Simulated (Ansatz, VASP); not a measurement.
## One calculation of RbCl, two programs

```
Rb Cl
1.0
     0.00000    3.18854    3.18854
     3.18854    0.00000    3.18854
     3.18854    3.18854    0.00000
Rb Cl
1 1
Direct
  0.00000 0.00000 0.00000
  0.50000 0.50000 0.50000
```

Alike in both runs: functional LDA; k mesh 6 × 6 × 6; no spin polarisation.

Ansatz relaxed the structure, and its values are those at the end. VASP's run is a single point on that final structure, the one shown.

|  | VASP | Ansatz |
| --- | --- | --- |
| version | VASP 6.6.1 | Ansatz 0.2.0 |
| potentials or method | VASP PAW LDA potentials, release 64 (Rb_sv, Cl), cutoff 500 eV | scalar-relativistic, plane waves, PAW |
| occupations | gaussian, width 0.01 eV | fixed |
| valence electrons in the cell | 16 | 16 |

Ansatz gave:

| Property | Result |
| --- | --- |
| gap on the k mesh at the Fermi level (eV) | 4.85 |
| least direct gap on the mesh (eV) | 4.85 |
| pressure (GPa) | 0.0 |

What did VASP give for the same quantities?

gap on the k mesh at the Fermi level (eV): 4.86; least direct gap on the mesh (eV): 4.86; pressure (GPa): 0.0.

LDA's correlation is that of Perdew and Zunger in VASP and of Perdew and Wang (1992) in Ansatz.
